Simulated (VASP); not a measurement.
Zn:

```
Zn
1.0
     2.71110    0.00000    0.00000
    -1.35555    2.34788    0.00000
     0.00000    0.00000    4.37505
Zn
2
Direct
  0.33333 0.66667 0.25000
  0.66667 0.33333 0.75000
```

```yaml
Program: VASP 6.6.1
Task: relaxation of cell and atoms
Functional: PBEsol
Potentials_or_basis: VASP PAW PBE potentials, release 64 (Zn)
Cutoff: 600 eV
k_mesh: 18 × 18 × 10
Occupations: gaussian, width 0.1 eV
Spin: no spin polarisation
```

At the start: pressure 0.2 GPa; volume 13.92 Å³/atom.

How do energy, volume and symmetry change on relaxing?

Over 24 steps the energy falls by 11.7 meV/atom and the volume is 14.32 Å³/atom (+2.9 %); space group P6_3/mmc (No. 194, to 0.05 Å).

Step by step:
| step | energy change (eV) | largest force (eV/Å) | pressure (GPa) | volume (Å³) |
| --- | --- | --- | --- | --- |
| 1 | 0.0000 | 0.0000 | 0.21 | 27.85 |
| 2 | -0.0010 | 0.0000 | 0.31 | 27.92 |
| 3 | -0.0027 | 0.0000 | -0.41 | 28.14 |
| 4 | -0.0042 | 0.0000 | -1.03 | 28.55 |
| 5 | -0.0092 | 0.0000 | -2.91 | 29.32 |
| 6 | 0.0300 | 0.0000 | -2.45 | 30.65 |
| 7 | -0.0130 | 0.0000 | -3.09 | 29.58 |
| 8 | -0.0133 | 0.0000 | -2.80 | 29.58 |
| 9 | -0.0141 | 0.0000 | -2.90 | 29.60 |
| 10 | -0.0150 | 0.0000 | -2.65 | 29.64 |
| 11 | -0.0144 | 0.0000 | -2.22 | 29.71 |
| 12 | -0.0152 | 0.0000 | -2.78 | 29.66 |
| 13 | -0.0158 | 0.0000 | -2.71 | 29.62 |
| 14 | -0.0175 | 0.0000 | -2.34 | 29.50 |
| 15 | -0.0203 | 0.0000 | -1.88 | 29.27 |
| 16 | -0.0232 | 0.0000 | -0.80 | 28.80 |
| 17 | -0.0176 | 0.0000 | 2.53 | 27.87 |
| 18 | -0.0233 | 0.0000 | -0.02 | 28.58 |
| 19 | -0.0234 | 0.0000 | 0.20 | 28.61 |
| 20 | -0.0234 | 0.0000 | -0.14 | 28.70 |
| 21 | -0.0234 | 0.0000 | -0.22 | 28.68 |
| 22 | -0.0234 | 0.0000 | -0.17 | 28.64 |
| 23 | -0.0234 | 0.0000 | -0.03 | 28.64 |
| 24 | -0.0234 | 0.0000 | -0.04 | 28.64 |

Final structure:
```xyz
2
Lattice="2.5945 0.0000 0.0000 -1.2972 2.2469 0.0000 0.0000 0.0000 4.9136" Properties=species:S:1:pos:R:3 pbc="T T T"
Zn    0.0000    1.4979    1.2284
Zn    1.2972    0.7490    3.6852
```

Caveat: the PAW data sets were made with another functional, which shifts forces and pressure a little.
